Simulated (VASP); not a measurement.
Input of a VASP 6.6.1 run:

File INCAR:

```
SYSTEM = HfTe6Mo
ALGO = Normal
EDIFF = 1E-6
ENCUT = 500
GGA = PE
GGA_COMPAT = .False.
ISIF = 2
ISMEAR = 0
LASPH = .True.
LCHARG = .False.
LREAL = .False.
LWAVE = .False.
NBANDS = 40
NELM = 120
PREC = Accurate
SIGMA = 0.2
```

Contents of KPOINTS:

```
k-points
0
Gamma
  3 3 3
  0 0 0
```

Contents of POSCAR:

```
HfTe6Mo
1.0
    0.0000000000      4.6291603268      4.6291603268
    4.6291603268      0.0000000000      4.6291603268
    4.6291603268      4.6291603268      0.0000000000
Hf Te Mo
1 6 1
Direct
    0.0000000000      0.0000000000      0.0000000000
    0.5000000000      0.0000000000      0.0000000000
    0.0000000000      0.5000000000      0.5000000000
    0.0000000000      0.5000000000      0.0000000000
    0.5000000000      0.0000000000      0.5000000000
    0.0000000000      0.0000000000      0.5000000000
    0.5000000000      0.5000000000      0.0000000000
    0.5000000000      0.5000000000      0.5000000000
```

Potentials or basis: VASP PAW PBE potentials, release 64 (Hf_pv, Te, Mo_sv).

The run is started by

```sh
$ cat potpaw_PBE.64/Hf_pv/POTCAR potpaw_PBE.64/Te/POTCAR potpaw_PBE.64/Mo_sv/POTCAR > POTCAR
$ mpirun -np 1 vasp_std > vasp.out
```

Task: What does it give for the pressure?

Result: 0.6 GPa.

Task: Predict the band gap on the k mesh.

Result: 0.18 eV (least direct gap 0.20 eV).

Caveat: spin-orbit coupling is left out, which moves the levels of the heavy elements; an odd mesh through Γ misses points on the zone boundary, where band edges can lie.
